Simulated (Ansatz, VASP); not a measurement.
**Si: VASP beside Ansatz**

```
Si
1.0
     3.64600    0.00000    0.00000
    -1.82300    3.15753    0.00000
     0.00000    0.00000   28.00000
Si
2
Cartesian
  0.0000 2.1050 14.1430
  1.8230 1.0525 13.8570
```

Alike in both runs: task single point; functional LDA; k mesh 15 × 15 × 1; occupations gaussian, width 0.1 eV; no spin polarisation.

```csv
,VASP,Ansatz
version,VASP 6.6.1,Ansatz 0.2.0
potentials or method,"VASP PAW LDA potentials, release 64 (Si), cutoff 520 eV","scalar-relativistic, plane waves, PAW"
valence electrons in the cell,8,8
```

VASP gave:

```
gap on the k mesh at the Fermi level (eV)  : none
rms of the force components (eV/Å)         : 0.334
work function, face that differs most (eV) : 4.67
```

**Question.** What did Ansatz give for the same quantities?

**Answer.** gap on the k mesh at the Fermi level (eV): none; rms of the force components (eV/Å): 0.334; work function, face that differs most (eV): 4.66.

Ansatz warns that its potentials were made for another functional, while VASP's fit it. LDA's correlation is that of Perdew and Zunger in VASP and of Perdew and Wang (1992) in Ansatz. Atom by atom the forces differ by 0.000 eV/Å (rms over components). A gap of «none» marks a metal or a gap that the smearing closes.
